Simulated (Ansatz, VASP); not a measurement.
GaSb: VASP beside Ansatz

File INCAR:

```
ALGO = Normal
EDIFF = 1E-6
ENCUT = 520
GGA = PE
ISIF = 2
ISMEAR = 0
LASPH = True
LCHARG = False
LREAL = False
LWAVE = False
NBANDS = 16
NELM = 80
PREC = Accurate
SIGMA = 0.15
```

KPOINTS

```
k-points
0
Gamma
  14 14 14
```

Contents of POSCAR:

```
GaSb
1.0
    0.0000000000      3.2267932658      3.2267932658
    3.2267932658      0.0000000000      3.2267932658
    3.2267932658      3.2267932658      0.0000000000
Ga Sb
1 1
Direct
    0.0000000000      0.0000000000      0.0000000000
    0.7500000000      0.7500000000      0.7500000000
```

Input for Ansatz:

```yaml
crystal:
  lattice:
    - [0.0, 3.2267932658, 3.2267932658]
    - [3.2267932658, 0.0, 3.2267932658]
    - [3.2267932658, 3.2267932658, 0.0]
  atoms:
    - { symbol: Ga, position: [0.0, 0.0, 0.0] }
    - { symbol: Sb, position: [0.75, 0.75, 0.75] }
basis:
  ecutwfc: 420
kpoints:
  mp_grid: { grid: [14, 14, 14] }
hamiltonian:
  xc: pbe
  pseudopotentials: { kind: paw, azcp: { folder: soft_1 } }
scf:
  occupations: { method: gaussian, width: 0.15 }
output:
  forces: true
  stress: true
  eigenvalues: true
```

Alike in both runs: task single point; functional PBE; k mesh 14 × 14 × 14; occupations gaussian, width 0.15 eV; no spin polarisation.

|  | VASP | Ansatz |
| --- | --- | --- |
| version | VASP 6.6.1 | Ansatz 0.2.0 |
| potentials or method | VASP PAW PBE potentials, release 64 (Ga_d, Sb), cutoff 520 eV | scalar-relativistic, plane waves, PAW |
| valence electrons in the cell | 18 | 28 |

```csv
,VASP,Ansatz,Ansatz less VASP
gap on the k mesh at the Fermi level (eV),none,none,-
pressure (GPa),-3.8,-3.8,-0.04
```

A gap of «none» marks a metal or a gap that the smearing closes. VASP's potentials hold 18 valence electrons a cell and Ansatz's 28, so a difference there can come from the potentials and not from the codes.

Spin-orbit coupling is off throughout.
